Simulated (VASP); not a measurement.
Set up this calculation in VASP 6.6.1, as the native input.

| Quantity | Value |
| --- | --- |
| Task | single point |
| Functional | PBE |
| Potentials or basis | VASP PAW PBE potentials, release 64 (Gd, O) |
| Cutoff | 520 eV |
| k mesh | 8 × 8 × 8 |
| Occupations | gaussian, width 0.05 eV |
| Spin | collinear spin, ferromagnetic start |
| Starting moments | [7.72, 0.02] μB |
| Hubbard terms | Gd f U = 6.0 eV |
| Dipole correction | no |
| Further INCAR settings | ALGO = Normal; EDIFF = 1e-06; NBANDS = 23 |

The structure of GdO lies in POSCAR:

```
GdO
1.0
    0.0000000000      2.6986203474      2.6986203474
    2.6986203474      0.0000000000      2.6986203474
    2.6986203474      2.6986203474      0.0000000000
Gd O
1 1
Direct
    0.0000000000      0.0000000000      0.0000000000
    0.2500000000      0.2500000000      0.2500000000
```

These files were run (other wordings do the same):

INCAR

```
  ALGO = Normal
  EDIFF = 1E-6
  ENCUT = 520
  GGA = PE
  ISIF = 2
  ISMEAR = 0
  ISPIN = 2
  LASPH = True
  LCHARG = True
  LDAU = True
  LDAUJ = 0 0
  LDAUL = 3 -1
  LDAUPRINT = 1
  LDAUTYPE = 2
  LDAUU = 6 0
  LELF = True
  LMAXMIX = 6
  LORBIT = 11
  LREAL = False
  LVHAR = True
  LWAVE = False
  MAGMOM = 7.72 0.02
  NBANDS = 23
  NELM = 150
  PREC = Accurate
  SIGMA = 0.05
```

KPOINTS

```
k-points
0
Gamma
  8 8 8
```

Potentials or basis: VASP PAW PBE potentials, release 64 (Gd, O).

Command:

```console
$ cat potpaw_PBE.64/Gd/POTCAR potpaw_PBE.64/O/POTCAR > POTCAR
$ mpirun -np 1 vasp_std > vasp.out
```

It gave:

```yaml
Pressure: 0.0 GPa
Net_moment: 7.94 μB per cell
Site_moments: Gd +7.07; O +0.01 μB
Valence_electrons_inside_the_program's_atomic_spheres: Gd 15.16; O 5.00
```

Caveat: a cell with one magnetic atom can't hold antiferromagnetic order, which such compounds often take.

Run time: 2.1 min on 1 thread of Intel Xeon 8259CL (shared host), peak memory 0.21 GiB.
